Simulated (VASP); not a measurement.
Write the native input for VASP 6.6.1 that does the following.

| Quantity | Value |
| --- | --- |
| Task | single point |
| Functional | PBE |
| Potentials or basis | VASP PAW PBE potentials, release 64 (Eu) |
| Cutoff | 520 eV |
| k mesh | 7 × 7 × 7 |
| Occupations | fermi-dirac, width 0.05 eV |
| Spin | collinear spin, zero start |
| Starting moments | [0.0] μB |
| Fixed moment | 0 μB |
| Dipole correction | no |
| Further INCAR settings | ALGO = Normal; EDIFF = 1e-06; NBANDS = 18 |

The structure of Eu lies in POSCAR:

```
Eu
1.0
   -2.3030000000      2.3030000000      2.3030000000
    2.3030000000     -2.3030000000      2.3030000000
    2.3030000000      2.3030000000     -2.3030000000
Eu
1
Direct
    0.0000000000      0.0000000000      0.0000000000
```

The input as run:

INCAR

```
  PREC = Accurate
  ENCUT = 520
  EDIFF = 1E-6
  ISMEAR = -1
  SIGMA = 0.05
  LREAL = F
  LASPH = T
  NELM = 150
  ALGO = Normal
  ISIF = 2
  LWAVE = F
  LCHARG = F
  ISPIN = 2
  MAGMOM = 0
  LORBIT = 11
  NUPDOWN = 0.0
  LMAXMIX = 6
  GGA = PE
  NBANDS = 18
```

KPOINTS

```
regular mesh
0
Gamma
  7 7 7
```

Potentials or basis: VASP PAW PBE potentials, release 64 (Eu).

Command:

```sh
$ cat potpaw_PBE.64/Eu/POTCAR > POTCAR
$ mpirun -np 1 vasp_std > vasp.out
```

It gave:

```json
{
 "Pressure": "-2.4 GPa",
 "Net moment": "0.00 μB per cell",
 "Site moments": "Eu -0.68 μB",
 "Valence electrons inside the program's atomic spheres": "Eu 14.54"
}
```

Caveat: the total moment is fixed, so each spin has its own Fermi level.

Run time: 2.2 min on 1 thread of AMD EPYC 7R13 Processor (Zen 3) (shared host), peak memory 0.18 GiB.
